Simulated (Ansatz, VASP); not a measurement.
# Bi in VASP and in Ansatz

INCAR

```
SYSTEM = Bi
  PREC = Accurate
  ENCUT = 520
  EDIFF = 1E-7
  ISMEAR = -1
  SIGMA = 0.1
  LREAL = .False.
  LASPH = .True.
  NELM = 60
  ALGO = Normal
  ISIF = 2
  LWAVE = .False.
  LCHARG = .False.
  NBANDS = 30
```

Contents of KPOINTS:

```
regular mesh
0
Gamma
  8 8 11
  0 0 0
```

Contents of POSCAR:

```
Bi
1.0
    5.4299502265      0.0000000000      0.0000000000
   -2.7149751133      4.7024748374      0.0000000000
    0.0000000000      0.0000000000      3.2069309543
Bi
3
Direct
    0.0000000000      1.0000000000      0.0000000000
    0.3333333333      0.6666666667      0.5000000000
    0.6666666667      0.3333333333      0.5000000000
```

Input for Ansatz:

```yaml
crystal:
  lattice:
    - [5.4299502265, 0.0, 0.0]
    - [-2.7149751133, 4.7024748374, 0.0]
    - [0.0, 0.0, 3.2069309543]
  atoms:
    - { symbol: Bi, position: [0.0, 1.0, 0.0] }
    - { symbol: Bi, position: [0.3333333333, 0.6666666667, 0.5] }
    - { symbol: Bi, position: [0.6666666667, 0.3333333333, 0.5] }
hamiltonian:
  xc: lda
  pseudopotentials:
    kind: paw
    azcp:
      Bi: "pseudopotentials/Bi.paw.azcp"
basis:
  ecutwfc: 420
  fft_grid_basis: typed
kpoints:
  mp_grid: { grid: [8, 8, 11], shift: [0, 0, 0] }
magnetization:
  spin_polarized: false
scf:
  occupations: { method: fermi_dirac, width: 0.1 }
  lower_state_search: "off"
output:
  stress: true
  write_density: true
  write_potential: true
  elf: true
  volumetric_format: npy
```

Alike in both runs: task single point; functional LDA; k mesh 8 × 8 × 11; occupations fermi-dirac, width 0.1 eV; no spin polarisation.

|  | VASP | Ansatz |
| --- | --- | --- |
| version | VASP 6.6.1 | Ansatz 0.2.0 |
| potentials or method | VASP PAW LDA potentials, release 64 (Bi_d), cutoff 520 eV | plane waves (420 eV) with PAW, scalar-relativistic |
| valence electrons in the cell | 45 | 45 |

|  | VASP | Ansatz | Ansatz less VASP |
| --- | --- | --- | --- |
| pressure (GPa) | 6.3 | 6.1 | -0.13 |
| traceless stress, the component that is largest in VASP (GPa) | 0.49 | 0.51 | +0.016 |

Ansatz warns that its potentials were made for another functional, while VASP's fit it. LDA's correlation is that of Perdew and Zunger in VASP and of Perdew and Wang (1992) in Ansatz.

Neither program's run includes spin-orbit coupling.
